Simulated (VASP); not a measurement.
Write the native input for VASP 6.6.1 that does the following.

| Item | Value |
| --- | --- |
| Task | single point |
| Functional | r2SCAN |
| Potentials or basis | VASP PAW PBE potentials, release 64 (Al, Ga_d, N) |
| Cutoff | 520 eV |
| k mesh | 6 × 6 × 6 |
| Occupations | gaussian, width 0.02 eV |
| Spin | no spin polarisation |
| Dipole correction | no |
| Further INCAR settings | ALGO = Normal; EDIFF = 1e-06; NBANDS = 41 |

AlGa3N4:

```
Al Ga N
1.0
     4.53232    0.00000    0.00000
     0.00000    4.44260    0.00000
     0.00000    0.00000    4.44260
Al Ga N
1 3 4
Direct
  0.00000 0.00000 0.00000
  0.50000 0.50000 0.00000
  0.50000 0.00000 0.50000
  0.00000 0.50000 0.50000
  0.75520 0.75541 0.24459
  0.75520 0.24459 0.75541
  0.24480 0.75541 0.75541
  0.24480 0.24459 0.24459
```

This cell differs from its parent crystal: uniaxial strain along a: +1.5 %, then relaxed in part.

The input as run:

POSCAR

```
AlGa3N4
1.0
    4.5323246195      0.0000000000      0.0000000000
    0.0000000000      4.4425984152      0.0000000000
    0.0000000000      0.0000000000      4.4425984152
Al Ga N
1 3 4
Direct
    0.0000000000      0.0000000000      0.0000000000
    0.5000000000      0.5000000000      0.0000000000
    0.5000000000      0.0000000000      0.5000000000
    0.0000000000      0.5000000000      0.5000000000
    0.7551977233      0.7554141959      0.2445858041
    0.7551977233      0.2445858041      0.7554141959
    0.2448022767      0.7554141959      0.7554141959
    0.2448022767      0.2445858041      0.2445858041
```

INCAR.step1

```
SYSTEM = AlGa3N4
  ALGO = Normal
  EDIFF = 1E-4
  ENCUT = 520
  GGA = PE
  ISMEAR = 0
  LASPH = .TRUE.
  LCHARG = .FALSE.
  LREAL = .FALSE.
  LWAVE = .TRUE.
  NBANDS = 41
  NELM = 60
  PREC = Accurate
  SIGMA = 0.02
```

INCAR.step2

```
SYSTEM = AlGa3N4
  ALGO = Normal
  EDIFF = 1E-6
  ENCUT = 520
  ISIF = 2
  ISMEAR = 0
  ISTART = 1
  LASPH = .TRUE.
  LCHARG = .TRUE.
  LELF = .TRUE.
  LMIXTAU = .TRUE.
  LREAL = .FALSE.
  LVHAR = .TRUE.
  LWAVE = .FALSE.
  METAGGA = R2SCAN
  NBANDS = 41
  NELM = 60
  PREC = Accurate
  SIGMA = 0.02
```

KPOINTS

```
k-points
0
G
  6 6 6
  0 0 0
```

Potentials or basis: VASP PAW PBE potentials, release 64 (Al, Ga_d, N).

Launch:

```sh
$ cat potpaw_PBE.64/Al/POTCAR potpaw_PBE.64/Ga_d/POTCAR potpaw_PBE.64/N/POTCAR > POTCAR
$ cp INCAR.step1 INCAR
$ mpirun -np 1 vasp_std > vasp.out
$ cp INCAR.step2 INCAR
$ mpirun -np 1 vasp_std > vasp.out
```

Results of the run:

```
Pressure               : -0.3 GPa
Largest force          : 0.081 eV/Å
Band gap on the k mesh : 2.75 eV
```

Caveat: the cell differs from its parent crystal (uniaxial strain along a: +1.5 %, then relaxed in part); the PAW data sets were made with another functional, which shifts forces and pressure a little.

It took 9.8 min on 1 thread of Intel(R) Xeon(R) Platinum 8259CL CPU @ 2.50GHz (Skylake/Cascade Lake), with other jobs on the host, peak memory 0.29 GiB.
